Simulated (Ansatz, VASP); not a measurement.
Two plane-wave programs on BN

```
B N
1.0
     2.51218    0.00000    0.00000
    -1.25609    2.17561    0.00000
     0.00000    0.00000    8.67744
B N
2 2
Direct
  0.33333 0.66667 0.25000
  0.66667 0.33333 0.75000
  0.33333 0.66667 0.75000
  0.66667 0.33333 0.25000
```

Change from the starting cell: strain +0.0400 x Voigt [0, 0, 1, 0, 0, 0], atoms carried along.

Alike in both runs: task single point; functional PBE; k mesh 12 × 12 × 4; occupations gaussian, width 0.05 eV; no spin polarisation.

|  | VASP | Ansatz |
| --- | --- | --- |
| version | VASP 6.6.1 | Ansatz 0.2.0 |
| potentials or method | VASP PAW PBE potentials, release 64 (B, N), cutoff 520 eV | scalar-relativistic, plane waves, PAW |
| valence electrons in the cell | 16 | 16 |

Ansatz gave:

| Property | Result |
| --- | --- |
| gap on the k mesh at the Fermi level (eV) | 4.32 |
| least direct gap on the mesh (eV) | 4.66 |
| pressure (GPa) | 0.0 |
| traceless stress, the component that is largest in VASP (GPa) | -0.01 |

Question: What did VASP give for the same quantities?

Answer: gap on the k mesh at the Fermi level (eV): 4.32; least direct gap on the mesh (eV): 4.66; pressure (GPa): 0.0; traceless stress, the component that is largest in VASP (GPa): -0.16.

With one functional, cell and mesh, what is left measures potentials, basis and numerics.
